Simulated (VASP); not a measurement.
Runs of VASP 6.6.1 on AlN. The structure is that of space group F-43m (No. 216), or close to it. The cells are those of the table. 

| task | level | cell | grid for exact exchange (PRECFOCK) | share of exact exchange | screening parameter | gap on the mesh (eV) |
| --- | --- | --- | --- | --- | --- | --- |
| single point | HSE06 | a = 3.074, b = 3.074, c = 3.090 Å, angles 59.8, 59.8, 60.3°, 2 atoms | Normal | 0.25 | 0.2079 1/Å | (a) |
| dielectric tensor | r2SCAN | a = 3.059, b = 3.059, c = 3.090 Å, angles 59.7, 59.7, 60.7°, 2 atoms | - | - | - | 3.83 |
| dielectric tensor | r2SCAN | a = 3.105, b = 3.105, c = 3.090 Å, angles 60.2, 60.2, 59.7°, 2 atoms | - | - | - | 3.90 |
| dielectric tensor | r2SCAN | a = 3.029, b = 3.029, c = 3.090 Å, angles 59.3, 59.3, 61.3°, 2 atoms | - | - | - | 3.74 |
| dielectric tensor | r2SCAN | a = 3.074, b = 3.074, c = 3.090 Å, angles 59.8, 59.8, 60.3°, 2 atoms | - | - | - | (b) |
| dielectric tensor | r2SCAN | a = 3.044, b = 3.044, c = 3.090 Å, angles 59.5, 59.5, 61.0°, 2 atoms | - | - | - | 3.78 |

Alike in all rows: potentials or basis VASP PAW PBE potentials, release 64 (Al, N); no spin polarisation; k mesh 8 × 8 × 8; cutoff (eV) 520; smearing gaussian 0.01 eV.

Task: Estimate the missing entries.

Result: (a) 4.50; (b) 3.88.

Caveats: the structure was generated, so it needn't be the stable form of AlN.

A k mesh can miss the band edges.
